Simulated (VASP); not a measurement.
Input of a VASP 6.6.1 run:

INCAR

```
SYSTEM = MnNi2
PREC     = Accurate       ! precision mode
ENCUT    = 520            ! plane-wave cutoff, eV
EDIFF    = 1E-6           ! SCF threshold, eV
ISMEAR   = 0              ! smearing method
SIGMA    = 0.1            ! smearing width, eV
LREAL    = .FALSE.        ! projectors in reciprocal space
LASPH    = .TRUE.         ! aspherical terms in the spheres
NELM     = 150            ! most SCF steps
ALGO     = Normal         ! electronic algorithm
ISIF     = 2              ! what is computed and relaxed
LWAVE    = .FALSE.        ! write WAVECAR
LCHARG   = .TRUE.         ! write CHGCAR
ISPIN    = 2              ! spin polarisation
MAGMOM   = 3.82 0.42 0.42 ! initial moments
LORBIT   = 11             ! projections on sites
LMAXMIX  = 4              ! l up to which the mixer works
GGA      = PE             ! functional
LELF     = .TRUE.         ! ELF
LVHAR    = .TRUE.       
NBANDS   = 28             ! bands
```

File KPOINTS:

```
Automatic mesh
0
G
  6 6 6
  0 0 0
```

Contents of POSCAR:

```
MnNi2
1.0
    4.0274611315      0.0000000000      0.0000000000
   -2.0137305658      3.4878836527      0.0000000000
    0.0000000000      0.0000000000      2.5908734774
Mn Ni
1 2
Direct
    0.0000000000      0.0000000000      0.0000000000
    0.3333333333      0.6666666667      0.5000000000
    0.6666666667      0.3333333333      0.5000000000
```

Potentials or basis: VASP PAW PBE potentials, release 64 (Mn_pv, Ni).

Run with:

```console
$ cat potpaw_PBE.64/Mn_pv/POTCAR potpaw_PBE.64/Ni/POTCAR > POTCAR
$ mpirun -np 1 vasp_std > vasp.out
```

Question: Predict the net moment.

Answer: 4.87 μB per cell.

Question: What does it give for the pressure?

Answer: 0.0 GPa.

Stress tensor (GPa, compression positive):
```
-0.04  0.00  0.00
 0.00 -0.04  0.00
 0.00  0.00  0.07
```

Caveat: the k points lie up to 0.40 Å⁻¹ apart.
